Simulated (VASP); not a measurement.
# Se (P3_121) in VASP: further runs

Se is run at these levels: LDA; tasks: electric field gradients.

All numbers are computed with VASP 6.6.1; they aren't measurements. Logs are shortened: lines on timing, memory, paths and dates and some standing lists are left out, and cuts for length are marked.

## 1. The cell of the first run

The structure is trigonal, space group P3_121 (No. 152). Conventional cell: a = 4.337 Å, b = 4.337 Å, c = 4.920 Å, α = 90.00°, β = 90.00°, γ = 120.00°. Se (site symmetry 2) has 2 Se at 2.36 Å within 3.1 Å.

## 2. Electric field gradients, LDA (volume scaled by 0.98)

INCAR reads:

```
  ALGO = Normal
  EDIFF = 1E-8
  ENCUT = 520
  ISIF = 2
  ISMEAR = -1
  LASPH = T
  LCHARG = F
  LEFG = T
  LREAL = F
  LWAVE = F
  NBANDS = 16
  NELM = 100
  PREC = Accurate
  SIGMA = 0.03
```

KPOINTS reads:

```
k-points
0
Gamma
  6 6 5
```

POSCAR reads:

```
Se
1.0
    4.3368957106      0.0000000000      0.0000000000
   -2.1684478553      3.7558618590      0.0000000000
    0.0000000000      0.0000000000      4.9203533607
Se
3
Direct
    0.2254000000      0.0000000000      0.3333333333
    0.0000000000      0.2254000000      0.6666666667
    0.7746000000      0.7746000000      0.0000000000
```

Potentials or basis: VASP PAW LDA potentials, release 64 (Se).

Launch:

```console
> cat potpaw_LDA.64/Se/POTCAR > POTCAR
> mpirun -np 1 vasp_std > vasp.out
```

OUTCAR:

```text
EDIFF = 1E-8
   ENCUT = 520
   ISIF = 2
   ISMEAR = -1
   LASPH = T
   LREAL = F
   NELM = 100
   PREC = Accurate

 ion  position               nearest neighbor table
   1  0.225  0.000  0.333-   3 2.36   2 2.36
   2  0.000  0.225  0.667-   3 2.36   1 2.36
   3  0.775  0.775  0.000-   1 2.36   2 2.36

  LATTYP: Found a hexagonal cell.
 ALAT       =     4.3368957106
 C/A-ratio  =     1.1345334749

  Lattice vectors:

 A1 = (   4.3368957106,   0.0000000000,   0.0000000000)
 A2 = (  -2.1684478553,   3.7558618590,   0.0000000000)
 A3 = (   0.0000000000,   0.0000000000,   4.9203533607)

Analysis of symmetry for initial positions (statically):
=====================================================================
 Subroutine PRICEL returns:
 Original cell was already a primitive cell.

 Routine SETGRP: Setting up the symmetry group for a
 hexagonal supercell.

 Subroutine GETGRP returns: Found  6 space group operations
 (whereof  2 operations were pure point group operations)
 out of a pool of 24 trial point group operations.

The static configuration has the point symmetry C_2 .
 The point group associated with its full space group is D_3 .

Analysis of symmetry for dynamics (positions and initial velocities):
=====================================================================
 Subroutine PRICEL returns:
 Original cell was already a primitive cell.

 Routine SETGRP: Setting up the symmetry group for a
 hexagonal supercell.

 Subroutine GETGRP returns: Found  6 space group operations
 (whereof  2 operations were pure point group operations)
 out of a pool of 24 trial point group operations.

The dynamic configuration has the point symmetry C_2 .
 The point group associated with its full space group is D_3 .

 Subroutine INISYM returns: Found  6 space group operations
 (whereof  2 operations are pure point group operations),
 and found     1 'primitive' translations

----------------------------------------------------------------------------------------

                                     Primitive cell

  volume of cell :      80.1466

  direct lattice vectors                    reciprocal lattice vectors
     4.336895711  0.000000000  0.000000000     0.230579674  0.133125237  0.000000000
    -2.168447855  3.755861859  0.000000000     0.000000000  0.266250474  0.000000000
     0.000000000  0.000000000  4.920353361     0.000000000  0.000000000  0.203237436

  length of vectors
     4.336895711  4.336895711  4.920353361     0.266250474  0.266250474  0.203237436

  position of ions in fractional coordinates (direct lattice)
     0.225400000  0.000000000  0.333333333
     0.000000000  0.225400000  0.666666667
     0.774600000  0.774600000  0.000000000

  ion indices of the primitive-cell ions
   primitive index   ion index
                 1           1
                 2           2
                 3           3

----------------------------------------------------------------------------------------

 KPOINTS: k-points

Automatic generation of k-mesh.
 Grid dimensions read from file:
 generate k-points for:    6    6    5

 Generating k-lattice:

  Cartesian coordinates                     Fractional coordinates (reciprocal lattice)
     0.038429946  0.022187539  0.000000000     0.166666667  0.000000000  0.000000000
     0.000000000  0.044375079  0.000000000     0.000000000  0.166666667  0.000000000
     0.000000000  0.000000000  0.040647487     0.000000000  0.000000000  0.200000000

  Length of vectors
     0.044375079  0.044375079  0.040647487

  Shift w.r.t. Gamma in fractional coordinates (k-lattice)
     0.000000000  0.000000000  0.000000000

 Subroutine IBZKPT returns following result:
 ===========================================

 Found     27 irreducible k-points:

 Following reciprocal coordinates:
            Coordinates               Weight
  0.000000  0.000000  0.000000      1.000000
  0.166667  0.000000  0.000000      6.000000
  0.333333  0.000000  0.000000      6.000000
  0.500000  0.000000  0.000000      3.000000
  0.166667  0.166667  0.000000      6.000000
  0.333333  0.166667  0.000000     12.000000
[... 16 lines left out ...]
  0.500000  0.000000  0.400000      6.000000
  0.166667  0.166667  0.400000     12.000000
 [... further k-points ...]
   k-points           NKPTS =     27   k-points in BZ     NKDIM =     27   number of bands    NBANDS=     16
   number of dos      NEDOS =    301   number of ions     NIONS =      3
   total plane-waves  NPLWV =  40960
   dimension x,y,z NGX =    32 NGY =   32 NGZ =   40
   dimension x,y,z NGXF=    64 NGYF=   64 NGZF=   80
   ions per type =               3
   NGX,Y,Z   is equivalent  to a cutoff of  12.27, 12.27, 13.51 a.u.
   NGXF,Y,Z  is equivalent  to a cutoff of  24.53, 24.53, 27.03 a.u.
 SYSTEM =  unknown system
   PREC   = accura    normal or accurate (medium, high low for compatibility)
   ISTART =      0    job   : 0-new  1-cont  2-samecut
   ICHARG =      2    charge: 1-file 2-atom 10-const
   ISPIN  =      1    spin polarized calculation?
   LNONCOLLINEAR =      F non collinear calculations
   LSORBIT =      F    spin-orbit coupling
   LASPH  =      T    aspherical Exc in radial PAW
   ENCUT  =  520.0 eV  38.22 Ry    6.18 a.u.   8.06  8.06  9.15*2*pi/ulx,y,z
   NELM   =    100;   NELMIN=  2; NELMDL= -5     # of ELM steps
   EDIFF  = 0.1E-07   stopping-criterion for ELM
   LREAL  =      F    real-space projection
   EDIFFG = 0.1E-06   stopping-criterion for IOM
   NSW    =      0    number of steps for IOM
   IBRION =     -1    ionic relax: 0-MD 1-quasi-New 2-CG
   NFREE  =      0    steps in history (QN), initial steepest desc. (CG)
   ISIF   =      2    stress and relaxation
   ISYM   =      2    0-nonsym 1-usesym 2-fastsym
   POTIM  = 0.5000    time-step for ionic-motion
   TEBEG  =    0.0;   TEEND  =   0.0 temperature during run
   PSTRESS=    0.0 pullay stress
   NELECT =      18.0000    total number of electrons
   NUPDOWN=      -1.0000    fix difference up-down
   EMIN   =  10.00;   EMAX   =-10.00  energy-range for DOS
   EFERMI =   0.00;   METHOD = LEGACY
   ISMEAR =    -1;   SIGMA  =   0.03  broadening in eV -4-tet -1-fermi 0-gaus
   EFERMI_NEDOS =   21; number of points for ismear=-14 and -15
   IALGO  =     38    algorithm
   IMIX   =      4    mixing-type and parameters
     AMIX     =   0.40;   BMIX     =  1.00
     AMIX_MAG =   1.60;   BMIX_MAG =  1.00
  volume/ion in A,a.u.               =      26.72       180.29
  Fermi-wavevector in a.u.,A,eV,Ry     =   0.995109  1.880484 13.473062  0.990242
  Thomas-Fermi vector in A             =   2.127107
   LORBIT       =      0    0 simple, 1 ext, 2 COOP (PROOUT), +10 PAW based schemes
   GGA     = CA    functional components
   LHFCALC =     F    Hartree Fock is set to
   AEXX    =    0.0000 exact exchange contribution
   IVDW    =     0    specifies the selected vdW correction
   LEPSILON=     F    determine dielectric tensor
   LRPA    =     F    only Hartree local field effects (RPA)
 non-spin polarized calculation
  energy-cutoff  :      520.00
  volume of cell :       80.15
 maximum number of plane-waves:      2170
   NGX = 17   NGY = 17   NGZ = 19

 number of electron      18.0000001 magnetization

 Free energy of the ion-electron system (eV)
  ---------------------------------------------------
  ext. energy  EPLUGINS =         0.00000000
  ---------------------------------------------------
  free energy    TOTEN  =       -12.32887078 eV

  energy without entropy =      -12.32887078  energy(sigma->0) =      -12.32887078

 E-fermi :   3.3894     XC(G=0):  -9.2671

 val. band max:        2.7756917308   @ k =  -0.1667   0.5000   0.4000
 cond. band min:       3.9453755229   @ k =   0.0000   0.0000   0.4000
 fundamental gap:      1.1696837921
 Fermi energy:         3.3894080642

 k-point     1 :       0.0000    0.0000    0.0000
  band No.  band energies     occupation
      1     -13.1722      2.00000
      2      -8.9369      2.00000
      3      -8.9369      2.00000
      4      -1.0349      2.00000
      5      -1.0349      2.00000
      6      -1.0174      2.00000
[... 8 lines left out ...]
     15       9.1330      0.00000
     16      11.1704      0.00000
[... 419 lines left out ...]
 k-point    24 :       0.1667    0.1667    0.4000
  band No.  band energies     occupation
      1     -12.1530      2.00000
      2     -11.2957      2.00000
      3      -7.3886      2.00000
      4      -2.6152      2.00000
      5      -1.7134      2.00000
      6      -1.0896      2.00000
[... 8 lines left out ...]
     15      10.6870      0.00000
     16      11.0818      0.00000

 [... further k-points ...]
[... 5 lines left out ...]
  --------------------------------------------------------------------------------------
  -------------------------------------------------------------------------------------
  Total       -0.2982913     -0.2982913      0.7668857      0.0000000     -0.0000000      0.0000000
  in kB       -5.9630206     -5.9630206     15.3305006      0.0000000     -0.0000000      0.0000000
  external PRESSURE =       1.1348198 kB  Pullay stress =       0.0000000 kB

 VOLUME and BASIS-vectors are now :
 -----------------------------------------------------------------------------
  energy-cutoff  :      520.00
  volume of cell :       80.15
      direct lattice vectors                 reciprocal lattice vectors
     4.336895711  0.000000000  0.000000000     0.230579674  0.133125237  0.000000000
    -2.168447855  3.755861859  0.000000000     0.000000000  0.266250474  0.000000000
     0.000000000  0.000000000  4.920353361     0.000000000  0.000000000  0.203237436

 POSITION                                       TOTAL-FORCE (eV/Angst)
 -----------------------------------------------------------------------------------
      0.97754      0.00000      1.64012         0.475116      0.000000     -0.000000
     -0.48877      0.84657      3.28024        -0.237558      0.411462      0.000000
      1.67968      2.90929      0.00000        -0.237558     -0.411462      0.000000
 -----------------------------------------------------------------------------------
    total drift:                                0.000001      0.000002     -0.000000

  FREE ENERGIE OF THE ION-ELECTRON SYSTEM (eV)
  ---------------------------------------------------
  free  energy   TOTEN  =       -12.3288707819 eV

  energy  without entropy=      -12.3288707817  energy(sigma->0) =      -12.32887078

 Electric field gradients (V/A^2)
---------------------------------------------------------------------
 ion       V_xx      V_yy      V_zz      V_xy      V_xz      V_yz
---------------------------------------------------------------------
   1     161.029  -329.570   168.541     0.000     0.000   323.515
   2    -206.921    38.380   168.541  -212.436  -280.172  -161.758
   3    -206.921    38.380   168.541   212.437   280.172  -161.758
---------------------------------------------------------------------

 Electric field gradients after diagonalization (V/A^2)
 (convention: |V_zz| > |V_xx| > |V_yy|)
----------------------------------------------------------------------
 ion       V_xx      V_yy      V_zz     asymmetry (V_yy - V_xx)/ V_zz
----------------------------------------------------------------------
   1     327.763   161.029  -488.793       0.341
   2     327.763   161.029  -488.793       0.341
   3     327.763   161.030  -488.793       0.341
----------------------------------------------------------------------

           NMR quadrupolar parameters

 Cq : quadrupolar parameter    Cq=e*Q*V_zz/h
 eta: asymmetry parameters     (V_yy - V_xx)/ V_zz
 Q  : nuclear electric quadrupole moment in mb (millibarn)
----------------------------------------------------------------------
 ion       Cq(MHz)       eta       Q (mb)
----------------------------------------------------------------------
   1      -1.182       0.341       1.000
   2      -1.182       0.341       1.000
   3      -1.182       0.341       1.000
----------------------------------------------------------------------
```

Wall time 16 s (1 thread of Intel Xeon Platinum 8375C at 2.90GHz (Ice Lake), shared host); peak memory 0.17 GiB.

What came out:

```
Free energy            : -12.3289 eV
Pressure               : 0.1 GPa
Largest force          : 0.475 eV/Å
Band gap on the k mesh : 1.17 eV, indirect (least direct gap 1.45 eV)
```

Forces on the atoms (eV/Å):
```
Se   0.475  0.000  0.000
Se  -0.238  0.411  0.000
Se  -0.238 -0.411  0.000
```

Stress tensor (GPa, compression positive):
```
-0.60  0.00  0.00
 0.00 -0.60  0.00
 0.00  0.00  1.53
```

Electric field gradients, principal values (V/Å²):
```tsv
atom	least	middle	greatest (by size)
1 Se	161.029	327.763	-488.793
2 Se	161.029	327.763	-488.793
3 Se	161.030	327.763	-488.793
```

Caveat: without QUAD_EFG the Cq values of the log hold for a quadrupole moment of 1 mb, not for the nuclei. A k mesh can miss the band edges.

## 3. Electric field gradients, LDA (volume scaled by 1.01)

INCAR reads:

```
PREC     = Accurate       # precision mode
ENCUT    = 520            # plane-wave cutoff, eV
EDIFF    = 1E-8           # SCF threshold, eV
ISMEAR   = -1             # smearing method
SIGMA    = 0.03           # smearing width, eV
LREAL    = F              # projectors in reciprocal space
LASPH    = T              # aspherical terms in the spheres
NELM     = 60             # most SCF steps
ALGO     = Normal         # electronic algorithm
ISIF     = 2              # what is computed and relaxed
LWAVE    = F              # write WAVECAR
LCHARG   = F              # write CHGCAR
GGA      = CA             # functional
LEFG     = T            
NBANDS   = 16             # bands
```

KPOINTS reads:

```
Automatic mesh
0
Gamma
  6 6 5
```

POSCAR reads:

```
Se
1.0
    4.3807057031      0.0000000000      0.0000000000
   -2.1903528516      3.7938024255      0.0000000000
    0.0000000000      0.0000000000      4.9700572638
Se
3
Direct
    0.2254000000      0.0000000000      0.3333333333
    0.0000000000      0.2254000000      0.6666666667
    0.7746000000      0.7746000000      0.0000000000
```

Potentials or basis: VASP PAW LDA potentials, release 64 (Se).

Launch:

```console
> cat potpaw_LDA.64/Se/POTCAR > POTCAR
> mpirun -np 1 vasp_std > vasp.out
```

OUTCAR:

```text
PREC = Accurate
   ENCUT = 520
   EDIFF = 1E-8
   ISMEAR = -1
   LREAL = F
   LASPH = T
   NELM = 60
   ISIF = 2
   GGA = CA

 ion  position               nearest neighbor table
   1  0.225  0.000  0.333-   3 2.38   2 2.38
   2  0.000  0.225  0.667-   3 2.38   1 2.38
   3  0.775  0.775  0.000-   1 2.38   2 2.38

  LATTYP: Found a hexagonal cell.
 ALAT       =     4.3807057031
 C/A-ratio  =     1.1345334749

  Lattice vectors:

 A1 = (   4.3807057031,   0.0000000000,   0.0000000000)
 A2 = (  -2.1903528516,   3.7938024255,   0.0000000000)
[... 677 lines left out ...]

 Electric field gradients (V/A^2)
---------------------------------------------------------------------
 ion       V_xx      V_yy      V_zz      V_xy      V_xz      V_yz
---------------------------------------------------------------------
   1     166.760  -335.364   168.604     0.000    -0.000   327.398
   2    -209.833    41.229   168.604  -217.426  -283.535  -163.699
   3    -209.834    41.229   168.605   217.427   283.535  -163.699
---------------------------------------------------------------------

 Electric field gradients after diagonalization (V/A^2)
 (convention: |V_zz| > |V_xx| > |V_yy|)
----------------------------------------------------------------------
 ion       V_xx      V_yy      V_zz     asymmetry (V_yy - V_xx)/ V_zz
----------------------------------------------------------------------
   1     329.760   166.760  -496.520       0.328
   2     329.760   166.760  -496.520       0.328
   3     329.761   166.760  -496.521       0.328
----------------------------------------------------------------------

           NMR quadrupolar parameters

 Cq : quadrupolar parameter    Cq=e*Q*V_zz/h
 eta: asymmetry parameters     (V_yy - V_xx)/ V_zz
 Q  : nuclear electric quadrupole moment in mb (millibarn)
----------------------------------------------------------------------
 ion       Cq(MHz)       eta       Q (mb)
----------------------------------------------------------------------
   1      -1.201       0.328       1.000
   2      -1.201       0.328       1.000
   3      -1.201       0.328       1.000
----------------------------------------------------------------------
```

stdout:

```text
POSCAR found type information on POSCAR Se
 POSCAR found :  1 types and       3 ions
 scaLAPACK will be used
 LDA part: xc-table for (Slater(with rela. corr.)+CA(PZ))
 , standard interpolation
 POSCAR, INCAR and KPOINTS ok, starting setup
 FFT: planning ... GRIDC
 FFT: planning ... GRID_SOFT
 FFT: planning ... GRID
 WAVECAR not read
 entering main loop
ion   1

ion   2
     0.0000499     3.3231863     2.4246694    -2.1108207     4.1996505     1.9186425
     0.0000687     3.3231863     2.4246694    -2.1108207     4.1996505     1.9186425
     0.0000946     3.3231863     2.4246693    -2.1108207     4.1996505     1.9186425
     0.0001302     3.3231862     2.4246693    -2.1108207     4.1996504     1.9186425

     0.0000499   199.0627148   149.7724487  -133.5315746   259.4134908   114.9289119
     0.0000687   199.0579022   149.7688222  -133.5283414   259.4072094   114.9261334
     0.0000946   199.0501011   149.7629439  -133.5231010   259.3970278   114.9216294
     0.0001302   199.0375187   149.7534631  -133.5146496   259.3806066   114.9143649

ion   3
     0.0000499    -3.3231863     2.4246694    -2.1108207    -4.1996505     1.9186425
     0.0000687    -3.3231863     2.4246694    -2.1108207    -4.1996505     1.9186425
     0.0000946    -3.3231863     2.4246693    -2.1108207    -4.1996505     1.9186425
     0.0001302    -3.3231862     2.4246693    -2.1108207    -4.1996504     1.9186425

     0.0000499  -199.0627149   149.7724487  -133.5315746  -259.4134908   114.9289119
     0.0000687  -199.0579022   149.7688222  -133.5283414  -259.4072094   114.9261334
     0.0000946  -199.0501011   149.7629439  -133.5231010  -259.3970278   114.9216294
     0.0001302  -199.0375187   149.7534631  -133.5146496  -259.3806066   114.9143649
```

Run time: 22 s. Hardware: 1 thread of Intel Xeon Platinum 8375C at 2.90GHz (Ice Lake), shared host; peak memory 0.18 GiB.

Results:

| Property | Result |
| --- | --- |
| Free energy | -12.3172 eV |
| Pressure | -1.6 GPa |
| Largest force | 0.160 eV/Å |
| Band gap on the k mesh | 1.19 eV, indirect (least direct gap 1.39 eV) |

Forces in eV/Å, atoms in the order of the input:
```
Se   0.160  0.000  0.000
Se  -0.080  0.138  0.000
Se  -0.080 -0.138  0.000
```

Levels at points of the mesh, in eV from the valence-band top:
```csv
k point,band 5,band 6,band 7,band 8,band 9,band 10,band 11,band 12,band 13,band 14
"(0.00, 0.00, 0.00)",-3.72,-3.64,-1.91,-1.91,-0.28,1.88,1.88,2.19,5.96,6.43
"(0.50, 0.00, 0.00)",-4.59,-3.32,-2.80,-1.66,-0.88,1.93,2.33,4.11,5.22,7.54
```

Electric field gradients, principal values (V/Å²):
| atom | least | middle | greatest (by size) |
| --- | --- | --- | --- |
| 1 Se | 166.760 | 329.760 | -496.520 |
| 2 Se | 166.760 | 329.760 | -496.520 |
| 3 Se | 166.760 | 329.761 | -496.521 |

Caveat: without QUAD_EFG the Cq values of the log hold for a quadrupole moment of 1 mb, not for the nuclei.

[end of part 1 of 3]
